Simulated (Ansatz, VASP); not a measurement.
## Two plane-wave programs on GaGe

File INCAR:

```
PREC = Accurate
ENCUT = 520
EDIFF = 1E-6
ISMEAR = 0
SIGMA = 0.1
LREAL = False
LASPH = True
NELM = 80
ALGO = Normal
ISIF = 2
LWAVE = False
LCHARG = True
GGA = PS
LELF = True
LVHAR = True
NBANDS = 20
```

KPOINTS

```
Automatic mesh
0
Gamma
  12 12 12
```

Contents of POSCAR:

```
GaGe
1.0
    0.0000000000      3.0006595051      3.0006595051
    3.0006595051      0.0000000000      3.0006595051
    3.0006595051      3.0006595051      0.0000000000
Ga Ge
1 1
Direct
    0.7500000000      0.7500000000      0.7500000000
    0.0000000000      0.0000000000      0.0000000000
```

Input for Ansatz:

```yaml
crystal:
  lattice:
    - [0.0, 3.0006595051, 3.0006595051]
    - [3.0006595051, 0.0, 3.0006595051]
    - [3.0006595051, 3.0006595051, 0.0]
  atoms:
    - { symbol: Ga, position: [0.75, 0.75, 0.75] }
    - { symbol: Ge, position: [0.0, 0.0, 0.0] }
basis:
  ecutwfc: 420
kpoints:
  mp_grid: { grid: [12, 12, 12] }
hamiltonian:
  xc: pbesol
scf:
  occupations: { method: gaussian, width: 0.1 }
output:
  forces: true
  stress: true
  eigenvalues: true
  populations: true
```

Alike in both runs: task single point; functional PBEsol; k mesh 12 × 12 × 12; occupations gaussian, width 0.1 eV; no spin polarisation.

|  | VASP | Ansatz |
| --- | --- | --- |
| version | VASP 6.6.1 | Ansatz 0.2.0 |
| potentials or method | VASP PAW PBE potentials, release 64 (Ga_d, Ge_d), cutoff 520 eV | scalar-relativistic, plane waves, PAW |
| valence electrons in the cell | 27 | 27 |

|  | VASP | Ansatz | Ansatz less VASP |
| --- | --- | --- | --- |
| gap on the k mesh at the Fermi level (eV) | none | none | - |
| pressure (GPa) | -6.0 | -6.0 | +0.02 |

VASP's potentials were made for PBE, not for PBEsol. A gap of «none» marks a metal or a gap that the smearing closes. The functional is the same, so the differences come from potentials, cutoffs and numerics.
